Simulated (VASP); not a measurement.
A run of VASP 6.6.1 is set up as follows.

INCAR

```
PREC = Accurate
ENCUT = 520
EDIFF = 1E-6
ISMEAR = 0
SIGMA = 0.1
LREAL = False
LASPH = True
NELM = 60
ALGO = Normal
ISIF = 2
LWAVE = False
LCHARG = True
GGA = PE
LELF = True
LVHAR = True
NBANDS = 26
```

The input KPOINTS:

```
regular mesh
0
Gamma
  4 4 6
```

Contents of POSCAR:

```
BAs
1.0
    5.8218555870      0.0000000000      0.0000000000
    0.0000000000      5.8218555870      0.0000000000
    0.0000000000      0.0000000000      3.2914327400
B As
4 4
Direct
    0.6714636389      0.6714636389      0.5000000000
    0.1714636389      0.8285363611      0.2500000000
    0.3285363611      0.3285363611      0.0000000000
    0.8285363611      0.1714636389      0.7500000000
    0.8260847508      0.8260847508      0.0000000000
    0.3260847508      0.6739152492      0.7500000000
    0.1739152492      0.1739152492      0.5000000000
    0.6739152492      0.3260847508      0.2500000000
```

Potentials or basis: VASP PAW PBE potentials, release 64 (B, As).

The run is started by

```bash
$ cat potpaw_PBE.64/B/POTCAR potpaw_PBE.64/As/POTCAR > POTCAR
$ mpirun -np 1 vasp_std > vasp.out
```

Question: What does it give for the largest force?

Answer: 0.011 eV/Å.

Question: What does it give for the pressure?

Answer: 0.7 GPa.

Forces on the atoms (eV/Å):
```
B   -0.007 -0.007  0.000
B   -0.007  0.007  0.000
B    0.007  0.007  0.000
B    0.007 -0.007  0.000
As   0.008  0.008  0.000
As   0.008 -0.008  0.000
As  -0.008 -0.008  0.000
As  -0.008  0.008  0.000
```
